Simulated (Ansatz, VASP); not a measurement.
One calculation of GaN, two programs

POSCAR

```
GaN
1.0
    3.1890000000      0.0000000000      0.0000000000
   -1.5945000000      2.7617550127      0.0000000000
    0.0000000000      0.0000000000      5.1850000000
Ga N
2 2
Direct
    0.3333333333      0.6666666667      0.0000000000
    0.6666666667      0.3333333333      0.5000000000
    0.3333333333      0.6666666667      0.3770000000
    0.6666666667      0.3333333333      0.8770000000
```

File INCAR.step1:

```
ALGO = Normal
EDIFF = 1E-4
ENCUT = 600
GGA = PE
ISMEAR = 0
LASPH = True
LCHARG = False
LREAL = False
LWAVE = True
NELM = 100
PREC = Accurate
SIGMA = 0.01
```

Contents of INCAR.step2:

```
ALGO = Normal
EDIFF = 1E-6
EDIFFG = -0.003
ENCUT = 600
IBRION = 2
ISIF = 3
ISMEAR = 0
ISTART = 1
LASPH = True
LCHARG = False
LMIXTAU = True
LREAL = False
LWAVE = False
METAGGA = R2SCAN
NELM = 100
NSW = 60
PREC = Accurate
SIGMA = 0.01
```

Contents of KPOINTS:

```
k-points
0
Gamma
  8 8 5
```

Input for Ansatz:

```yaml
crystal:
  lattice:
    - [3.189, 0.0, 0.0]
    - [-1.5945, 2.7617550127, 0.0]
    - [0.0, 0.0, 5.185]
  atoms:
    - { symbol: Ga, position: [0.3333333333, 0.6666666667, 0.0] }
    - { symbol: Ga, position: [0.6666666667, 0.3333333333, 0.5] }
    - { symbol: "N", position: [0.3333333333, 0.6666666667, 0.377] }
    - { symbol: "N", position: [0.6666666667, 0.3333333333, 0.877] }
scf:
  occupations: { method: fixed }
output:
  forces: true
  stress: true
  eigenvalues: true
hamiltonian:
  xc: r2scan
kpoints:
  mp_grid: { grid: [8, 8, 5] }
relax:
  f_tol: 0.003
  max_steps: 40
  cell: { stress_tol: 0.02 }
```

Alike in both runs: task relaxation of cell and atoms; functional r2SCAN; k mesh 8 × 8 × 5; no spin polarisation.

|  | VASP | Ansatz |
| --- | --- | --- |
| version | VASP 6.6.1 | Ansatz 0.2.0 |
| potentials or method | VASP PAW PBE potentials, release 64 (Ga_d, N) | scalar-relativistic, plane waves, PAW |
| plane-wave cutoff (eV) | 600 | 500 |
| occupations | gaussian, width 0.01 eV | fixed |
| valence electrons in the cell | 36 | 36 |

```tsv
	VASP	Ansatz	Ansatz less VASP
gap on the k mesh at the Fermi level, each at its own relaxed structure (eV)	2.31	2.35	+0.046
relaxed volume (Å³/atom)	11.43	11.37	-0.064
relaxed cell length with the largest relative difference (Å)	5.193	5.183	-0.0102
```

VASP's potentials were made for PBE, not for r2SCAN.
